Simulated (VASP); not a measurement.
# Zn: relaxation of cell and atoms with PBEsol+D4

Crystal: Zn.

```
Zn
1.0
    -1.56904    1.56904    1.56904
     1.56904   -1.56904    1.56904
     1.56904    1.56904   -1.56904
Zn
1
Cartesian
  0.0000 0.0000 0.0000
```

```yaml
Program: VASP 6.6.1
Task: relaxation of cell and atoms
Functional: PBEsol
Dispersion: D4
Potentials_or_basis: VASP PAW PBE potentials, release 64 (Zn)
Cutoff: 600 eV
k_mesh: 12 × 12 × 12
Occupations: fermi-dirac, width 0.05 eV
Spin: no spin polarisation
Dipole_correction: no
Further_INCAR_settings: ALGO = Normal; EDIFF = 1e-07; IBRION = 2; EDIFFG = -0.01; NSW = 60; ISIF = 3
```

```yaml
Relaxed_volume: 13.97 Å³/atom
Relaxed_cell: a = 2.628 Å, b = 2.628 Å, c = 2.628 Å, α = 109.47°, β = 109.47°, γ = 109.47°
Space_group_after_relaxing_to_0.05_Å: Im-3m (No. 229)
Energy_gained_by_relaxing: 35.1 meV/atom
Ionic_steps: 3
Pressure_after_relaxing: 0.0 GPa
Band_gap_on_the_k_mesh: zero (band 6 reaches 8.00 eV, above the bottom of band 7 at 2.86 eV)
Dispersion_energy_per_atom: -0.201 eV
```

Step by step:
```tsv
step	energy change (eV)	largest force (eV/Å)	pressure (GPa)	volume (Å³)
1	0.0000	0.0000	-6.76	15.45
2	-0.0351	0.0000	-0.44	14.04
3	-0.0351	0.0000	0.02	13.97
```

Final structure:
```
CELL_PARAMETERS angstrom
-1.51731 1.51731 1.51731
1.51731 -1.51731 1.51731
1.51731 1.51731 -1.51731
ATOMIC_POSITIONS crystal
Zn 0.00000 0.00000 0.00000
```

Levels at points of the mesh, in eV from the Fermi level:
| k point | band 3 | band 4 | band 5 | band 6 | band 7 | band 8 | band 9 | band 10 |
| --- | --- | --- | --- | --- | --- | --- | --- | --- |
| (0.00, 0.00, 0.00) | -8.09 | -8.09 | -7.49 | -7.49 | 20.60 | 20.60 | 20.60 | 21.56 |
| (0.50, 0.00, 0.00) | -7.52 | -7.45 | -7.09 | -3.15 | -0.87 | 12.04 | 13.29 | 16.06 |
| (0.50, 0.50, 0.50) | -7.19 | -7.19 | -7.19 | 4.28 | 4.28 | 4.28 | 8.61 | 8.88 |

It took 14 s on 1 thread of Intel(R) Xeon(R) Platinum 8488C (Sapphire Rapids), with other jobs on the host, peak memory 0.15 GiB.

Caveat: the PAW data sets were made with another functional, which shifts forces and pressure a little; pairwise dispersion overbinds metals, which lowers pressure and volume.
